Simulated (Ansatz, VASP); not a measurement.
One calculation of MoS2, two programs

```
CELL_PARAMETERS angstrom
1.58150 0.91308 6.12333
-1.58150 -0.91308 12.24666
0.00000 -3.65232 12.24666
ATOMIC_POSITIONS crystal
Mo 0.00000 0.00000 0.00000
Mo 0.00000 0.00000 0.50000
S 0.74840 0.74840 0.00000
S 0.58490 0.58490 0.00000
S 0.74840 0.74840 0.50000
S 0.58490 0.58490 0.50000
```

Alike in both runs: task single point; functional PBE; k mesh 7 × 7 × 7; occupations gaussian, width 0.05 eV; collinear spin; Hubbard terms Mo d U = 6.0 eV.

|  | VASP | Ansatz |
| --- | --- | --- |
| version | VASP 6.6.1 | Ansatz 0.2.0 |
| potentials or method | VASP PAW PBE potentials, release 64 (Mo_sv, S), cutoff 520 eV | scalar-relativistic, plane waves, PAW |
| valence electrons in the cell | 52 | 52 |

|  | VASP | Ansatz | Ansatz less VASP |
| --- | --- | --- | --- |
| gap on the k mesh at the Fermi level (eV) | 0.72 | 0.56 | -0.164 |
| least direct gap on the mesh (eV) | 1.59 | 1.29 | -0.307 |
| pressure (GPa) | 13.0 | 9.4 | -3.61 |
| rms of the force components (eV/Å) | 0.808 | 0.598 | -0.2103 |
| net moment per atom (μB) | 0.00 | 0.00 | 0.000 |

The programs project onto different local orbitals, so the same U acts differently, and such runs can settle in different states. Ansatz's warnings: seeded moment not kept.
